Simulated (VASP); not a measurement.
Runs of VASP 6.6.1 on H. The structure is that of space group Cmmm (No. 65), or close to it. The cells are those of the table. 

```tsv
level	potentials or basis	cell	cutoff (eV)	gap on the mesh (eV)	pressure (GPa)	largest force (eV/Å)
PBE	VASP PAW PBE potentials, release 64 (H)	a = 3.232, b = 3.232, c = 6.777 Å, angles 90.0, 90.0, 117.7°, 4 atoms	520	9.49	4.3	3.81
PBE	VASP PAW PBE potentials, release 64 (H)	a = 3.112, b = 3.112, c = 6.169 Å, angles 90.0, 90.0, 118.6°, 4 atoms	520	8.48	2.2	1.44
PBE	VASP PAW PBE potentials, release 64 (H)	a = 3.191, b = 3.191, c = 6.314 Å, angles 90.0, 90.0, 117.8°, 4 atoms	520	8.29	0.3	0.30
LDA	VASP PAW LDA potentials, release 64 (H)	a = 3.189, b = 3.189, c = 6.311 Å, angles 90.0, 90.0, 117.8°, 4 atoms	500	7.80	0.7	(a)
PBE	VASP PAW PBE potentials, release 64 (H)	a = 3.153, b = 3.153, c = 6.260 Å, angles 90.0, 90.0, 119.5°, 4 atoms	520	5.73	-6.6	3.71
PBE+D3(BJ)	VASP PAW PBE potentials, release 64 (H)	a = 3.191, b = 3.191, c = 6.314 Å, angles 90.0, 90.0, 117.8°, 4 atoms	520	8.21	-0.1	0.01
PBEsol	VASP PAW PBE potentials, release 64 (H)	a = 3.100, b = 3.100, c = 5.939 Å, angles 90.0, 90.0, 118.0°, 4 atoms	500	7.94	1.4	0.88
PBE	VASP PAW PBE potentials, release 64 (H)	a = 3.094, b = 3.094, c = 6.171 Å, angles 90.0, 90.0, 119.4°, 4 atoms	500	7.51	-1.5	1.05
PBE	VASP PAW PBE potentials, release 64 (H)	a = 3.067, b = 3.076, c = 6.243 Å, angles 88.1, 92.1, 117.3°, 4 atoms	520	7.87	-0.7	0.96
PBE	VASP PAW PBE potentials, release 64 (H)	a = 3.299, b = 3.299, c = 6.621 Å, angles 90.0, 90.0, 117.8°, 4 atoms	500	(b)	-0.8	0.56
PBE	VASP PAW PBE potentials, release 64 (H)	a = 3.153, b = 3.153, c = 6.179 Å, angles 90.0, 90.0, 118.6°, 4 atoms	500	9.55	7.7	6.20
```

Alike in all rows: task single point; no spin polarisation; k mesh 8 × 8 × 4; smearing gaussian 0.02 eV.

Problem. Fill in the values left out.

Solution. (a) 0.99; (b) 8.25.

Caveats: forces of over 1 eV/Å act on the atoms, so gaps and moduli don't describe the material at rest (some runs); three body term missing (some runs); the PAW data sets were made with another functional, which shifts forces and pressure a little (some runs).

A k mesh can miss the band edges.
